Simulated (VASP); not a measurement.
# H12CO5 in VASP: further runs

Runs on H12CO5. Level: LDA. Tasks: single point.

Program: VASP 6.6.1. These are calculated values, not measurements. Logs are shortened: lines on timing, memory, paths and dates and some standing lists are left out, and cuts for length are marked.

### Step 1. The cell of the first run

The cell holds a disordered packing, 18 atoms: a = 5.718 Å, b = 5.718 Å, c = 5.718 Å, α = 90.00°, β = 90.00°, γ = 90.00°.

### Step 2. Single point, LDA

File INCAR:

```
SYSTEM = H12CO5
  PREC = Accurate
  ENCUT = 520
  EDIFF = 1E-7
  ISMEAR = -1
  SIGMA = 0.05
  LREAL = Auto
  LASPH = .True.
  NELM = 100
  ALGO = Normal
  ISIF = 2
  LWAVE = .False.
  LCHARG = .False.
  GGA = CA
  NBANDS = 38
```

File KPOINTS:

```
regular mesh
0
Gamma
  1 1 1
  0 0 0
```

File POSCAR:

```
H12CO5
1.0
    5.7184790000      0.0000000000      0.0000000000
    0.0000000000      5.7184790000      0.0000000000
    0.0000000000      0.0000000000      5.7184790000
O H C
5 12 1
Direct
    0.8529016195      0.8095684185      0.4458178477
    0.0650697502      0.2958129251      0.0200053196
    0.3384816137     -0.0296057745      0.9409844821
    0.1547789194      0.5936019001      0.7053099259
    0.6892392190      0.1639771695      0.7034562862
    0.9937432663      0.7347233416      0.5362439908
    0.9170445498      0.8783279610      0.2905492877
    0.1644493230      0.1476441550     -0.0265979817
    0.1080357207      0.3189659348      0.1826709515
    0.4611890679      0.0340300279      0.8196760013
    0.2739714529     -0.1549013295      0.8519573124
    0.0993096241      0.4939075583      0.8501211598
    0.2754228878      0.5049419610      0.6274220820
    0.5703614545      0.4816665411      0.5680006869
    0.7417182086      0.0125732734      0.6122607078
    0.6874730151      0.2970894883      0.3404751508
    0.4022048520      0.2403960913      0.4949917627
    0.5952282067      0.2950784640      0.5098383679
```

Potentials or basis: VASP PAW LDA potentials, release 64 (O, H, C).

On the command line:

```bash
> cat potpaw_LDA.64/O/POTCAR potpaw_LDA.64/H/POTCAR potpaw_LDA.64/C/POTCAR > POTCAR
> mpirun -np 1 vasp_gam > vasp.out
```

OUTCAR:

```text
SYSTEM = H12CO5
   PREC = Accurate
   ENCUT = 520
   EDIFF = 1E-7
   ISMEAR = -1
   LREAL = Auto
   LASPH = .True.
   NELM = 100
   ISIF = 2
   GGA = CA

 ion  position               nearest neighbor table
   1  0.853  0.810  0.446-   7 1.04   6 1.05
   2  0.065  0.296  0.020-   9 0.97   8 1.05
   3  0.338  0.970  0.941-  11 0.95  10 1.05
   4  0.155  0.594  0.705-  13 0.97  12 1.05
   5  0.689  0.164  0.703-  15 1.05  18 1.44
   6  0.994  0.735  0.536-   1 1.05
   7  0.917  0.878  0.291-   1 1.04
   8  0.164  0.148  0.973-   2 1.05
   9  0.108  0.319  0.183-   2 0.97
  10  0.461  0.034  0.820-   3 1.05
  11  0.274  0.845  0.852-   3 0.95
  12  0.099  0.494  0.850-   4 1.05
  13  0.275  0.505  0.627-   4 0.97
  14  0.570  0.482  0.568-  18 1.13
  15  0.742  0.013  0.612-   5 1.05
  16  0.687  0.297  0.340-  18 1.10
  17  0.402  0.240  0.495-  18 1.15
  18  0.595  0.295  0.510-  16 1.10  14 1.13  17 1.15   5 1.44

  LATTYP: Found a simple cubic cell.
 ALAT       =     5.7184790000

  Lattice vectors:

 A1 = (   5.7184790000,   0.0000000000,   0.0000000000)
 A2 = (   0.0000000000,   5.7184790000,   0.0000000000)
 A3 = (   0.0000000000,   0.0000000000,   5.7184790000)

Analysis of symmetry for initial positions (statically):
=====================================================================
 Subroutine PRICEL returns:
 Original cell was already a primitive cell.

 Routine SETGRP: Setting up the symmetry group for a
 simple cubic supercell.

 Subroutine GETGRP returns: Found  1 space group operations
 (whereof  1 operations were pure point group operations)
 out of a pool of 48 trial point group operations.

The static configuration has the point symmetry C_1 .

Analysis of symmetry for dynamics (positions and initial velocities):
=====================================================================
 Subroutine PRICEL returns:
 Original cell was already a primitive cell.

 Routine SETGRP: Setting up the symmetry group for a
 simple cubic supercell.

 Subroutine GETGRP returns: Found  1 space group operations
 (whereof  1 operations were pure point group operations)
 out of a pool of 48 trial point group operations.

The dynamic configuration has the point symmetry C_1 .

 Subroutine INISYM returns: Found  1 space group operations
 (whereof  1 operations are pure point group operations),
 and found     1 'primitive' translations

----------------------------------------------------------------------------------------

                                     Primitive cell

  volume of cell :     187.0000

  direct lattice vectors                    reciprocal lattice vectors
     5.718479000  0.000000000  0.000000000     0.174871675  0.000000000  0.000000000
     0.000000000  5.718479000  0.000000000     0.000000000  0.174871675  0.000000000
     0.000000000  0.000000000  5.718479000     0.000000000  0.000000000  0.174871675

  length of vectors
     5.718479000  5.718479000  5.718479000     0.174871675  0.174871675  0.174871675

  position of ions in fractional coordinates (direct lattice)
     0.852901620  0.809568418  0.445817848
     0.065069750  0.295812925  0.020005320
     0.338481614  0.970394226  0.940984482
     0.154778919  0.593601900  0.705309926
     0.689239219  0.163977170  0.703456286
     0.993743266  0.734723342  0.536243991
[... 10 lines left out ...]
     0.402204852  0.240396091  0.494991763
     0.595228207  0.295078464  0.509838368

  ion indices of the primitive-cell ions
   primitive index   ion index
                 1           1
                 2           2
                 3           3
                 4           4
                 5           5
                 6           6
[... 10 lines left out ...]
                17          17
                18          18

----------------------------------------------------------------------------------------

 KPOINTS: regular mesh

Automatic generation of k-mesh.
 Grid dimensions read from file:
 generate k-points for:    1    1    1

 Generating k-lattice:

  Cartesian coordinates                     Fractional coordinates (reciprocal lattice)
     0.174871675  0.000000000  0.000000000     1.000000000  0.000000000  0.000000000
     0.000000000  0.174871675  0.000000000     0.000000000  1.000000000  0.000000000
     0.000000000  0.000000000  0.174871675     0.000000000  0.000000000  1.000000000

  Length of vectors
     0.174871675  0.174871675  0.174871675

  Shift w.r.t. Gamma in fractional coordinates (k-lattice)
     0.000000000  0.000000000  0.000000000

 Subroutine IBZKPT returns following result:
 ===========================================

 Found      1 irreducible k-points:

 Following reciprocal coordinates:
            Coordinates               Weight
  0.000000  0.000000  0.000000      1.000000
   k-points           NKPTS =      1   k-points in BZ     NKDIM =      1   number of bands    NBANDS=     38
   number of dos      NEDOS =    301   number of ions     NIONS =     18
   total plane-waves  NPLWV = 110592
   dimension x,y,z NGX =    48 NGY =   48 NGZ =   48
   dimension x,y,z NGXF=    96 NGYF=   96 NGZF=   96
   ions per type =               5  12   1
   NGX,Y,Z   is equivalent  to a cutoff of  13.95, 13.95, 13.95 a.u.
   NGXF,Y,Z  is equivalent  to a cutoff of  27.91, 27.91, 27.91 a.u.
 SYSTEM =  H12CO5
   PREC   = accura    normal or accurate (medium, high low for compatibility)
   ISTART =      0    job   : 0-new  1-cont  2-samecut
   ICHARG =      2    charge: 1-file 2-atom 10-const
   ISPIN  =      1    spin polarized calculation?
   LNONCOLLINEAR =      F non collinear calculations
   LSORBIT =      F    spin-orbit coupling
   LASPH  =      T    aspherical Exc in radial PAW
   ENCUT  =  520.0 eV  38.22 Ry    6.18 a.u.  10.63 10.63 10.63*2*pi/ulx,y,z
   NELM   =    100;   NELMIN=  2; NELMDL= -5     # of ELM steps
   EDIFF  = 0.1E-06   stopping-criterion for ELM
   LREAL  =      T    real-space projection
   EDIFFG = 0.1E-05   stopping-criterion for IOM
   NSW    =      0    number of steps for IOM
   IBRION =     -1    ionic relax: 0-MD 1-quasi-New 2-CG
   NFREE  =      0    steps in history (QN), initial steepest desc. (CG)
   ISIF   =      2    stress and relaxation
   ISYM   =      2    0-nonsym 1-usesym 2-fastsym
   POTIM  = 0.5000    time-step for ionic-motion
   TEBEG  =    0.0;   TEEND  =   0.0 temperature during run
   PSTRESS=    0.0 pullay stress
   NELECT =      46.0000    total number of electrons
   NUPDOWN=      -1.0000    fix difference up-down
   EMIN   =  10.00;   EMAX   =-10.00  energy-range for DOS
   EFERMI =   0.00;   METHOD = LEGACY
   ISMEAR =    -1;   SIGMA  =   0.05  broadening in eV -4-tet -1-fermi 0-gaus
   EFERMI_NEDOS =   21; number of points for ismear=-14 and -15
   IALGO  =     38    algorithm
   IMIX   =      4    mixing-type and parameters
     AMIX     =   0.40;   BMIX     =  1.00
     AMIX_MAG =   1.60;   BMIX_MAG =  1.00
  volume/ion in A,a.u.               =      10.39        70.11
  Fermi-wavevector in a.u.,A,eV,Ry     =   1.025763  1.938410 14.315903  1.052189
  Thomas-Fermi vector in A             =   2.159620
   LORBIT       =      0    0 simple, 1 ext, 2 COOP (PROOUT), +10 PAW based schemes
   GGA     = CA    functional components
   LHFCALC =     F    Hartree Fock is set to
   AEXX    =    0.0000 exact exchange contribution
   IVDW    =     0    specifies the selected vdW correction
   LEPSILON=     F    determine dielectric tensor
   LRPA    =     F    only Hartree local field effects (RPA)
 non-spin polarized calculation
  energy-cutoff  :      520.00
  volume of cell :      187.00
 maximum number of plane-waves:      2521
 NGX is ok and might be reduce to    42
   NGX = 21   NGY = 21   NGZ = 21

 number of electron      46.0000003 magnetization

 Free energy of the ion-electron system (eV)
  ---------------------------------------------------
  ext. energy  EPLUGINS =         0.00000000
  ---------------------------------------------------
  free energy    TOTEN  =       -93.94877080 eV

  energy without entropy =      -93.94877080  energy(sigma->0) =      -93.94877080

 E-fermi :  -2.3219     XC(G=0):  -7.1339

 val. band max:       -3.5212664451   @ k =   0.0000   0.0000   0.0000
 cond. band min:       0.6701872239   @ k =   0.0000   0.0000   0.0000
 fundamental gap:      4.1914536690
 Fermi energy:        -2.3218697166

 k-point     1 :       0.0000    0.0000    0.0000
  band No.  band energies     occupation
      1     -22.6232      2.00000
      2     -22.1638      2.00000
      3     -21.8521      2.00000
      4     -21.2789      2.00000
      5     -21.1787      2.00000
      6     -13.6585      2.00000
[... 27 lines left out ...]
     34       7.2576      0.00000
     35       7.7660      0.00000
 [bands above 35 left out]

------------------------ aborting loop because EDIFF is reached ----------------------------------------

  FORCE on cell =-STRESS in cart. coord.  units (eV):
  Direction    XX          YY          ZZ          XY          YZ          ZX
  --------------------------------------------------------------------------------------
  -------------------------------------------------------------------------------------
  Total       -1.8452413     -1.0356523     -5.5896419      0.1015172      2.7954167      1.8956352
  in kB      -15.8096462     -8.8732553    -47.8908971      0.8697780     23.9505531     16.2414108
  external PRESSURE =     -24.1912662 kB  Pullay stress =       0.0000000 kB

 VOLUME and BASIS-vectors are now :
 -----------------------------------------------------------------------------
  energy-cutoff  :      520.00
  volume of cell :      187.00
      direct lattice vectors                 reciprocal lattice vectors
     5.718479000  0.000000000  0.000000000     0.174871675  0.000000000  0.000000000
     0.000000000  5.718479000  0.000000000     0.000000000  0.174871675  0.000000000
     0.000000000  0.000000000  5.718479000     0.000000000  0.000000000  0.174871675

 POSITION                                       TOTAL-FORCE (eV/Angst)
 -----------------------------------------------------------------------------------
      4.87730      4.62950      2.54940         1.335445      0.895911     -1.474242
      0.37210      1.69160      0.11440        -0.288723      0.050287      0.054148
      1.93560      5.54918      5.38100         1.428017      1.610616     -0.580061
      0.88510      3.39450      4.03330        -0.669364      0.820639      0.478999
      3.94140      0.93770      4.02270        -0.100133     -0.781794     -2.190653
      5.68270      4.20150      3.06650        -0.824549      0.104533     -0.304929
[... 10 lines left out ...]
      2.30000      1.37470      2.83060         0.799237     -0.204900     -0.686213
      3.40380      1.68740      2.91550        -2.096072      0.790481      1.764231
 -----------------------------------------------------------------------------------
    total drift:                                0.009629      0.004380      0.001393

  FREE ENERGIE OF THE ION-ELECTRON SYSTEM (eV)
  ---------------------------------------------------
  free  energy   TOTEN  =       -93.9487707966 eV

  energy  without entropy=      -93.9487707965  energy(sigma->0) =      -93.94877080
```

It took 34 s on 1 thread of Intel Xeon 8259CL, shared host; peak memory 0.24 GiB.

What came out:

| Item | Value |
| --- | --- |
| Free energy | -93.9488 eV |
| Pressure | -2.4 GPa |
| Largest force | 2.851 eV/Å |

Forces on the atoms (eV/Å):
```
O    1.335  0.896 -1.474
O   -0.289  0.050  0.054
O    1.428  1.611 -0.580
O   -0.669  0.821  0.479
O   -0.100 -0.782 -2.191
H   -0.825  0.105 -0.305
H   -0.846 -0.880  2.034
H    0.190  0.277  0.003
H    0.065  0.267  0.319
H   -0.101  0.234  1.404
H   -1.058 -2.028 -0.820
H    0.205 -0.448 -0.303
H    0.519 -0.422 -0.195
H    0.875 -0.292 -0.144
H    0.407  0.433  0.562
H    0.161 -0.427  0.080
H    0.799 -0.205 -0.686
C   -2.096  0.790  1.764
```

Stress tensor (GPa, compression positive):
```
-1.58  0.09  1.62
 0.09 -0.89  2.40
 1.62  2.40 -4.79
```

Levels at points of the mesh, in eV from the Fermi level:
| k point | band 21 | band 22 | band 23 | band 24 | band 25 | band 26 |
| --- | --- | --- | --- | --- | --- | --- |
| (0.00, 0.00, 0.00) | -2.02 | -1.64 | -1.20 | 2.99 | 5.71 | 6.22 |

Caveat: the k points lie up to 1.10 Å⁻¹ apart.

### Step 3. Single point, LDA

File INCAR:

```
SYSTEM = H12CO5
ALGO     = Normal         ! electronic algorithm
EDIFF    = 1E-7           ! SCF threshold, eV
ENCUT    = 520            ! plane-wave cutoff, eV
GGA      = CA             ! functional
ISIF     = 2              ! what is computed and relaxed
ISMEAR   = -1             ! smearing method
LASPH    = .True.         ! aspherical terms in the spheres
LCHARG   = .False.        ! write CHGCAR
LREAL    = Auto         
LWAVE    = .False.        ! write WAVECAR
NBANDS   = 38             ! bands
NELM     = 80             ! most SCF steps
PREC     = Accurate       ! precision mode
SIGMA    = 0.05           ! smearing width, eV
```

File KPOINTS:

```
k-points
0
Gamma
  1 1 1
  0 0 0
```

File POSCAR:

```
H12CO5
1.0
    5.7184790000      0.0000000000      0.0000000000
    0.0000000000      5.7184790000      0.0000000000
    0.0000000000      0.0000000000      5.7184790000
O H C
5 12 1
Direct
    0.8402583974      0.8122089807      0.4336118048
    0.0929967567      0.2725200180      0.0242372141
    0.3739281022     -0.0620094959      0.9331502310
    0.1632427084      0.5727571965      0.7050825928
    0.7083701803      0.1689085507      0.6700383091
    0.9080036842      0.7150502782      0.5544481321
    0.9500778092      0.8474631104      0.3100824537
    0.1938977130      0.1337243697     -0.0355514115
    0.1752039310      0.3225682913      0.1595878904
    0.4929982256     -0.0110169155      0.8203580008
    0.2841314972     -0.1877597172      0.8401709615
    0.1122151537      0.4590556335      0.8361664002
    0.3104496843      0.5048195508      0.6548769349
    0.6480044781      0.4991711957      0.5280949707
    0.7882865356      0.0327709519      0.5778109879
    0.6711050264      0.2645283825      0.3223409581
    0.4116129481      0.2825926265      0.4872974090
    0.6114912724      0.3029476894      0.5054840632
```

Potentials or basis: VASP PAW LDA potentials, release 64 (O, H, C).

On the command line:

```bash
> cat potpaw_LDA.64/O/POTCAR potpaw_LDA.64/H/POTCAR potpaw_LDA.64/C/POTCAR > POTCAR
> mpirun -np 1 vasp_gam > vasp.out
```

It took 36 s on 1 thread of Intel Xeon 8259CL, shared host; peak memory 0.24 GiB.

The run converged. Its results:

| Property | Result |
| --- | --- |
| Free energy | -94.0159 eV |
| Pressure | 0.3 GPa |
| Largest force | 3.533 eV/Å |

Forces on the atoms (eV/Å):
```
O   -1.258  1.043 -0.111
O   -0.732 -0.539 -1.182
O   -1.247 -0.918 -0.699
O   -0.670  0.710  0.315
O    1.094 -1.839  0.920
H    1.368 -0.764  0.291
H    0.523 -0.147 -0.236
H    0.168  0.048  0.260
H    0.720  0.503  1.342
H    0.777  0.736 -0.110
H    0.309  0.200  0.609
H   -0.013 -0.215  0.189
H    0.478 -0.172 -0.471
H   -0.206 -0.943  0.060
H   -0.378  0.167  0.485
H    0.123 -0.010  0.251
H    0.571 -0.121  0.256
C   -1.629  2.262 -2.170
```

Stress tensor (GPa, compression positive):
```
 0.17 -1.18  0.48
-1.18 -0.15 -1.56
 0.48 -1.56  0.88
```

Levels at points of the mesh, in eV from the Fermi level:
```
           k point  band 21  band 22  band 23  band 24  band 25  band 26
(0.00, 0.00, 0.00)    -2.22    -1.94    -1.22     2.86     5.76     6.29
```

Caveat: the k points lie up to 1.10 Å⁻¹ apart.

### Step 4. Single point, LDA

File INCAR:

```
SYSTEM = H12CO5
PREC = Accurate
ENCUT = 520
EDIFF = 1E-6
ISMEAR = -1
SIGMA = 0.05
LREAL = Auto
LASPH = .True.
NELM = 100
ALGO = Normal
ISIF = 2
LWAVE = .False.
LCHARG = .False.
NBANDS = 38
```

File KPOINTS:

```
regular mesh
0
Gamma
  1 1 1
  0 0 0
```

File POSCAR:

```
H12CO5
1.0
    5.7184790000      0.0000000000      0.0000000000
    0.0000000000      5.7184790000      0.0000000000
    0.0000000000      0.0000000000      5.7184790000
O H C
5 12 1
Direct
    0.8964971280      0.8141675435      0.4148305869
    0.0841832242      0.3297030557      0.0815951235
    0.3806082002      0.0150914255      0.9173418316
    0.1459653869      0.5946861045      0.7307012931
    0.7595376323      0.1505645120      0.6524462187
    0.9519489361      0.7404066711      0.5626671008
    0.7294946786      0.7846317176      0.4161246373
    0.1743645469      0.1971153518      0.0331381824
   -0.0210545496      0.3423987392     -0.0526363741
    0.5327115829      0.0378597176      0.8325640437
    0.3053259442     -0.1341440617      0.8590571024
    0.1739273677      0.5230936408      0.8910061574
    0.1476091807      0.4920714057      0.6032023550
    0.5797520634      0.4484059485      0.5406682441
    0.8704412485      0.0749150255      0.5451099847
    0.6578147791      0.2590723862      0.3110792223
    0.4155650480      0.1781242879      0.5263812283
    0.5848233420      0.2629545374      0.5000980156
```

On the command line:

```bash
> cat potpaw_LDA.64/O/POTCAR potpaw_LDA.64/H/POTCAR potpaw_LDA.64/C/POTCAR > POTCAR
> mpirun -np 1 vasp_gam > vasp.out
```

Wall time 35 s (1 thread of Intel Xeon 8259CL, shared host); peak memory 0.24 GiB.

The run converged. Its results:

* Free energy: -93.4479 eV
* Pressure: -0.1 GPa
* Largest force: 3.141 eV/Å

Forces on the atoms (eV/Å):
```
O    0.363 -0.166 -0.109
O   -0.988  1.550  0.443
O   -0.385 -0.955 -0.368
O    0.106  2.640  1.699
O   -1.719  1.875  0.309
H    0.294 -0.004  0.074
H   -0.374 -0.017 -0.260
H    1.690 -1.698 -0.290
H   -0.978 -0.266  0.083
H   -0.172 -0.109  0.210
H    0.584  0.876  0.059
H   -0.144 -0.536 -0.381
H    0.409 -1.849 -1.454
H   -0.246  0.545  0.464
H    0.283 -1.000 -0.446
H   -0.806 -0.375  1.152
H   -0.418 -0.130 -0.197
C    2.503 -0.380 -0.989
```

Stress tensor (GPa, compression positive):
```
-1.24 -2.10 -0.86
-2.10  2.87  1.51
-0.86  1.51 -1.98
```

Levels at points of the mesh, in eV from the Fermi level:
```
           k point  band 21  band 22  band 23  band 24  band 25  band 26
(0.00, 0.00, 0.00)    -1.89    -1.65    -1.21     3.25     5.92     6.34
```

Caveat: the k points lie up to 1.10 Å⁻¹ apart; the atoms stand as in a frame of molecular dynamics.

[end of part 1 of 2]
